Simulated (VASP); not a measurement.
# Rb (R-3m) in VASP: a series of runs

Runs on Rb. Level: PBEsol. Tasks: single point.

All numbers are computed with VASP 6.6.1; they aren't measurements. Logs are shortened: lines on timing, memory, paths and dates and some standing lists are left out, and cuts for length are marked.

### 1 The cell of the first run

It takes space group R-3m (No. 166, trigonal). The conventional cell has a = 5.075 Å, b = 5.075 Å, c = 38.067 Å, α = 90.00°, β = 90.00°, γ = 120.00°.

### 2 Single point, PBEsol

File INCAR:

```
ALGO = Normal ; EDIFF = 1E-7
ENCUT = 520 ; GGA = PS
ISIF = 2 ; ISMEAR = -1
LASPH = T ; LCHARG = F
LREAL = F ; LWAVE = F
NBANDS = 20 ; NELM = 80
PREC = Accurate ; SIGMA = 0.1
```

File KPOINTS:

```
k-points
0
Gamma
  2 2 2
```

File POSCAR:

```
Rb
1.0
    2.5376400000      1.4651070000     12.6889020000
   -2.5376400000      1.4651070000     12.6889020000
    0.0000000000     -2.9302140000     12.6889020000
Rb
3
Direct
    0.0000000000      0.0000000000      0.0000000000
    0.7776220000      0.7776220000      0.7776220000
    0.2223780000      0.2223780000      0.2223780000
```

Potentials or basis: VASP PAW PBE potentials, release 64 (Rb_sv).

On the command line:

```sh
> cat potpaw_PBE.64/Rb_sv/POTCAR > POTCAR
> mpirun -np 1 vasp_std > vasp.out
```

OUTCAR:

```text
EDIFF = 1E-7
   ENCUT = 520
   GGA = PS
   ISIF = 2
   ISMEAR = -1
   LASPH = T
   LREAL = F
   NELM = 80
   PREC = Accurate

 ion  position               nearest neighbor table
   1  0.000  0.000  0.000-   2 5.14   3 5.14   2 5.14   2 5.14   3 5.14   3 5.14
   2  0.778  0.778  0.778-   1 5.14   1 5.14   1 5.14   3 5.16   3 5.16   3 5.16
   3  0.222  0.222  0.222-   1 5.14   1 5.14   1 5.14   2 5.16   2 5.16   2 5.16

  LATTYP: Found a trigonal (rhomboedric) cell.
 ALAT       =    13.0228410593
 COS(alpha) =     0.9240586107

  Lattice vectors:

 A1 = (   2.5376400000,   1.4651070000,  12.6889020000)
 A2 = (  -2.5376400000,   1.4651070000,  12.6889020000)
 A3 = (   0.0000000000,  -2.9302140000,  12.6889020000)

Analysis of symmetry for initial positions (statically):
=====================================================================
 Subroutine PRICEL returns:
 Original cell was already a primitive cell.

 Routine SETGRP: Setting up the symmetry group for a
 trigonal (rhombohedral) supercell.

 Subroutine GETGRP returns: Found 12 space group operations
 (whereof 12 operations were pure point group operations)
 out of a pool of 12 trial point group operations.

The static configuration has the point symmetry D_3d.

Analysis of symmetry for dynamics (positions and initial velocities):
=====================================================================
 Subroutine PRICEL returns:
 Original cell was already a primitive cell.

 Routine SETGRP: Setting up the symmetry group for a
 trigonal (rhombohedral) supercell.

 Subroutine GETGRP returns: Found 12 space group operations
 (whereof 12 operations were pure point group operations)
 out of a pool of 12 trial point group operations.

The dynamic configuration has the point symmetry D_3d.

 Subroutine INISYM returns: Found 12 space group operations
 (whereof 12 operations are pure point group operations),
 and found     1 'primitive' translations

----------------------------------------------------------------------------------------

                                     Primitive cell

  volume of cell :     283.0575

  direct lattice vectors                    reciprocal lattice vectors
     2.537640000  1.465107000 12.688902000     0.197033464  0.113757334  0.026269675
    -2.537640000  1.465107000 12.688902000    -0.197033464  0.113757334  0.026269675
     0.000000000 -2.930214000 12.688902000     0.000000000 -0.227514668  0.026269675

  length of vectors
    13.022841059 13.022841059 13.022841013     0.229026228  0.229026228  0.229026243

  position of ions in fractional coordinates (direct lattice)
     0.000000000  0.000000000  0.000000000
     0.777622000  0.777622000  0.777622000
     0.222378000  0.222378000  0.222378000

  ion indices of the primitive-cell ions
   primitive index   ion index
                 1           1
                 2           2
                 3           3

----------------------------------------------------------------------------------------

 KPOINTS: k-points

Automatic generation of k-mesh.
 Grid dimensions read from file:
 generate k-points for:    2    2    2

 Generating k-lattice:

  Cartesian coordinates                     Fractional coordinates (reciprocal lattice)
     0.098516732  0.056878667  0.013134838     0.500000000 -0.000000000 -0.000000000
    -0.098516732  0.056878667  0.013134838    -0.000000000  0.500000000 -0.000000000
     0.000000000 -0.113757334  0.013134838    -0.000000000 -0.000000000  0.500000000

  Length of vectors
     0.114513114  0.114513114  0.114513122

  Shift w.r.t. Gamma in fractional coordinates (k-lattice)
     0.000000000  0.000000000  0.000000000

 Subroutine IBZKPT returns following result:
 ===========================================

 Found      4 irreducible k-points:

 Following reciprocal coordinates:
            Coordinates               Weight
  0.000000  0.000000  0.000000      1.000000
  0.500000 -0.000000  0.000000      3.000000
  0.500000  0.500000  0.000000      3.000000
  0.500000  0.500000  0.500000      1.000000
   k-points           NKPTS =      4   k-points in BZ     NKDIM =      4   number of bands    NBANDS=     20
   number of dos      NEDOS =    301   number of ions     NIONS =      3
   total plane-waves  NPLWV = 941192
   dimension x,y,z NGX =    98 NGY =   98 NGZ =   98
   dimension x,y,z NGXF=   196 NGYF=  196 NGZF=  196
   ions per type =               3
   NGX,Y,Z   is equivalent  to a cutoff of  12.51, 12.51, 12.51 a.u.
   NGXF,Y,Z  is equivalent  to a cutoff of  25.02, 25.02, 25.02 a.u.
 SYSTEM =  unknown system
   PREC   = accura    normal or accurate (medium, high low for compatibility)
   ISTART =      0    job   : 0-new  1-cont  2-samecut
   ICHARG =      2    charge: 1-file 2-atom 10-const
   ISPIN  =      1    spin polarized calculation?
   LNONCOLLINEAR =      F non collinear calculations
   LSORBIT =      F    spin-orbit coupling
   LASPH  =      T    aspherical Exc in radial PAW
   ENCUT  =  520.0 eV  38.22 Ry    6.18 a.u.  24.21 24.21 24.21*2*pi/ulx,y,z
   NELM   =     80;   NELMIN=  2; NELMDL= -5     # of ELM steps
   EDIFF  = 0.1E-06   stopping-criterion for ELM
   LREAL  =      F    real-space projection
   EDIFFG = 0.1E-05   stopping-criterion for IOM
   NSW    =      0    number of steps for IOM
   IBRION =     -1    ionic relax: 0-MD 1-quasi-New 2-CG
   NFREE  =      0    steps in history (QN), initial steepest desc. (CG)
   ISIF   =      2    stress and relaxation
   ISYM   =      2    0-nonsym 1-usesym 2-fastsym
   POTIM  = 0.5000    time-step for ionic-motion
   TEBEG  =    0.0;   TEEND  =   0.0 temperature during run
   PSTRESS=    0.0 pullay stress
   NELECT =      27.0000    total number of electrons
   NUPDOWN=      -1.0000    fix difference up-down
   EMIN   =  10.00;   EMAX   =-10.00  energy-range for DOS
   EFERMI =   0.00;   METHOD = LEGACY
   ISMEAR =    -1;   SIGMA  =   0.10  broadening in eV -4-tet -1-fermi 0-gaus
   EFERMI_NEDOS =   21; number of points for ismear=-14 and -15
   IALGO  =     38    algorithm
   IMIX   =      4    mixing-type and parameters
     AMIX     =   0.40;   BMIX     =  1.00
     AMIX_MAG =   1.60;   BMIX_MAG =  1.00
  volume/ion in A,a.u.               =      94.35       636.72
  Fermi-wavevector in a.u.,A,eV,Ry     =   0.748005  1.413525  7.612617  0.559512
  Thomas-Fermi vector in A             =   1.844192
   LORBIT       =      0    0 simple, 1 ext, 2 COOP (PROOUT), +10 PAW based schemes
   GGA     = PS    functional components
   LHFCALC =     F    Hartree Fock is set to
   AEXX    =    0.0000 exact exchange contribution
   IVDW    =     0    specifies the selected vdW correction
   LEPSILON=     F    determine dielectric tensor
   LRPA    =     F    only Hartree local field effects (RPA)
 non-spin polarized calculation
  energy-cutoff  :      520.00
  volume of cell :      283.06
 maximum number of plane-waves:      7662
 NGX is ok and might be reduce to    98
   NGX = 49   NGY = 49   NGZ = 49

 number of electron      27.0000000 magnetization

 Free energy of the ion-electron system (eV)
  ---------------------------------------------------
  ext. energy  EPLUGINS =         0.00000000
  ---------------------------------------------------
  free energy    TOTEN  =        -2.53446514 eV

  energy without entropy =       -2.29799122  energy(sigma->0) =       -2.41622818

 E-fermi :   0.0913     XC(G=0):  -5.4151

 val. band max:        0.0767364975   @ k =   0.5000   0.5000   0.0000
 cond. band min:       0.1538920919   @ k =   0.5000   0.5000   0.0000
 fundamental gap:      0.0771555944
 Fermi energy:         0.0913491737

 k-point     1 :       0.0000    0.0000    0.0000
  band No.  band energies     occupation
      1     -28.9632      2.00000
      2     -28.9617      2.00000
      3     -28.9543      2.00000
      4     -13.0811      2.00000
      5     -13.0773      2.00000
      6     -13.0207      2.00000
[... 12 lines left out ...]
     19       3.3513      0.00000
     20       3.3915      0.00000

 k-point     2 :       0.5000   -0.0000    0.0000
  band No.  band energies     occupation
      1     -28.9603      2.00000
      2     -28.9598      2.00000
      3     -28.9520      2.00000
      4     -13.0972      2.00000
      5     -13.0874      2.00000
      6     -13.0846      2.00000
[... 12 lines left out ...]
     19       1.9542      0.00000
     20       2.1396      0.00000

 k-point     3 :       0.5000    0.5000    0.0000
  band No.  band energies     occupation
      1     -28.9603      2.00000
      2     -28.9598      2.00000
      3     -28.9520      2.00000
      4     -13.0952      2.00000
      5     -13.0919      2.00000
      6     -13.0817      2.00000
[... 12 lines left out ...]
     19       1.6461      0.00000
     20       2.2952      0.00000

 k-point     4 :       0.5000    0.5000    0.5000
  band No.  band energies     occupation
      1     -28.9631      2.00000
      2     -28.9618      2.00000
      3     -28.9542      2.00000
      4     -13.0988      2.00000
      5     -13.0420      2.00000
      6     -13.0364      2.00000
[... 12 lines left out ...]
     19       3.3312      0.00000
     20       3.3314      0.00000

------------------------ aborting loop because EDIFF is reached ----------------------------------------

  FORCE on cell =-STRESS in cart. coord.  units (eV):
  Direction    XX          YY          ZZ          XY          YZ          ZX
  --------------------------------------------------------------------------------------
  -------------------------------------------------------------------------------------
  Total       -0.1485136     -0.1485136     -0.4656891     -0.0000000      0.0000000      0.0000000
  in kB       -0.8406250     -0.8406248     -2.6359185     -0.0000000      0.0000000      0.0000000
  external PRESSURE =      -1.4390561 kB  Pullay stress =       0.0000000 kB

 VOLUME and BASIS-vectors are now :
 -----------------------------------------------------------------------------
  energy-cutoff  :      520.00
  volume of cell :      283.06
      direct lattice vectors                 reciprocal lattice vectors
     2.537640000  1.465107000 12.688902000     0.197033464  0.113757334  0.026269675
    -2.537640000  1.465107000 12.688902000    -0.197033464  0.113757334  0.026269675
     0.000000000 -2.930214000 12.688902000     0.000000000 -0.227514668  0.026269675

 POSITION                                       TOTAL-FORCE (eV/Angst)
 -----------------------------------------------------------------------------------
      0.00000      0.00000      0.00000         0.000000      0.000000      0.000000
      0.00000      0.00000     29.60151         0.000000      0.000000      0.002747
      0.00000      0.00000      8.46520         0.000000     -0.000000     -0.002747
 -----------------------------------------------------------------------------------
    total drift:                                0.000000     -0.000000      0.000000

  FREE ENERGIE OF THE ION-ELECTRON SYSTEM (eV)
  ---------------------------------------------------
  free  energy   TOTEN  =        -2.5344651358 eV

  energy  without entropy=       -2.2979912248  energy(sigma->0) =       -2.41622818
```

Run time: 2.6 min. Hardware: 1 thread of Intel Xeon Platinum 8375C at 2.90GHz (Ice Lake), shared host; peak memory 1.4 GiB.

Results:

```
Free energy : -2.5345 eV
Pressure    : -0.1 GPa
```

Forces in eV/Å, atoms in the order of the input:
```
Rb   0.000  0.000  0.000
Rb   0.000  0.000  0.003
Rb   0.000  0.000 -0.003
```

Caveat: the k points lie up to 0.72 Å⁻¹ apart; the PAW data sets were made with another functional, which shifts forces and pressure a little.

(Part 1 of 3 ends here.)
